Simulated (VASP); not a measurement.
# Al4B3P: relaxation of cell and atoms with PBE

The system is Al4B3P.

```
Al B P
1.0
     3.03919    0.00000    0.00000
    -1.51959    2.63201    0.00000
     0.00000    0.00000   23.82287
Al B P
8 6 2
Direct
  0.66667 0.33333 0.36032
  0.00000 0.00000 0.79239
  0.00000 0.00000 0.20761
  0.00000 0.00000 0.93064
  0.00000 0.00000 0.06936
  0.33333 0.66667 0.63968
  0.33333 0.66667 0.45358
  0.66667 0.33333 0.54642
  0.66667 0.33333 0.86303
  0.33333 0.66667 0.86044
  0.33333 0.66667 0.13697
  0.66667 0.33333 0.13956
  0.33333 0.66667 0.99934
  0.66667 0.33333 0.00066
  0.33333 0.66667 0.28180
  0.66667 0.33333 0.71820
```

```yaml
Program: VASP 6.6.1
Task: relaxation of cell and atoms
Functional: PBE
Potentials_or_basis: VASP PAW PBE potentials, release 64 (Al, B, P)
Cutoff: 600 eV
k_mesh: 12 × 12 × 2
Occupations: gaussian, width 0.1 eV
Spin: no spin polarisation
Dipole_correction: no
Further_INCAR_settings: LREAL = Auto; ALGO = Normal; EDIFF = 1e-06; IBRION = 2; EDIFFG = -0.001; NSW = 80; ISIF = 3
```

* Relaxed volume: 11.90 Å³/atom
* Relaxed cell: a = 3.039 Å, b = 3.039 Å, c = 23.812 Å, α = 90.00°, β = 90.00°, γ = 120.00°
* Space group after relaxing (to 0.1 Å): P-3m1 (No. 164)
* Energy gained by relaxing: 0.0 meV/atom
* Ionic steps: 14
* Pressure after relaxing: 0.0 GPa
* Band gap on the k mesh: zero (bands 26 and 27 overlap by 4.23 eV)

Final structure:
```
CELL_PARAMETERS angstrom
3.03896 0.00000 0.00000
-1.51948 2.63182 0.00000
0.00000 0.00000 23.81217
ATOMIC_POSITIONS crystal
Al 0.66667 0.33333 0.36034
Al 0.00000 0.00000 0.79238
Al 0.00000 0.00000 0.20762
Al 0.00000 0.00000 0.93062
Al 0.00000 0.00000 0.06938
Al 0.33333 0.66667 0.63966
Al 0.33333 0.66667 0.45359
Al 0.66667 0.33333 0.54641
B 0.66667 0.33333 0.86296
B 0.33333 0.66667 0.86038
B 0.33333 0.66667 0.13704
B 0.66667 0.33333 0.13962
B 0.33333 0.66667 0.99934
B 0.66667 0.33333 0.00066
P 0.33333 0.66667 0.28185
P 0.66667 0.33333 0.71815
```

Levels at points of the mesh, in eV from the Fermi level:
| k point | band 22 | band 23 | band 24 | band 25 | band 26 | band 27 | band 28 | band 29 | band 30 | band 31 |
| --- | --- | --- | --- | --- | --- | --- | --- | --- | --- | --- |
| (0.00, 0.00, 0.00) | 2.14 | 2.29 | 2.43 | 2.43 | 2.43 | 2.43 | 3.50 | 3.50 | 3.86 | 3.86 |
| (0.50, 0.00, 0.00) | -2.91 | -2.83 | -1.89 | -1.63 | -1.21 | -0.36 | -0.18 | -0.18 | 0.48 | 0.93 |
| (0.00, 0.00, 0.50) | 0.73 | 2.43 | 2.43 | 2.43 | 2.43 | 3.50 | 3.50 | 3.86 | 3.86 | 3.91 |
| (0.50, 0.00, 0.50) | -2.83 | -2.74 | -2.06 | -1.66 | -0.86 | -0.56 | -0.18 | -0.18 | 0.17 | 1.43 |

Wall time 9.7 min on 1 thread of Intel(R) Xeon(R) 6975P-C (Granite Rapids) (shared host), peak memory 0.46 GiB.
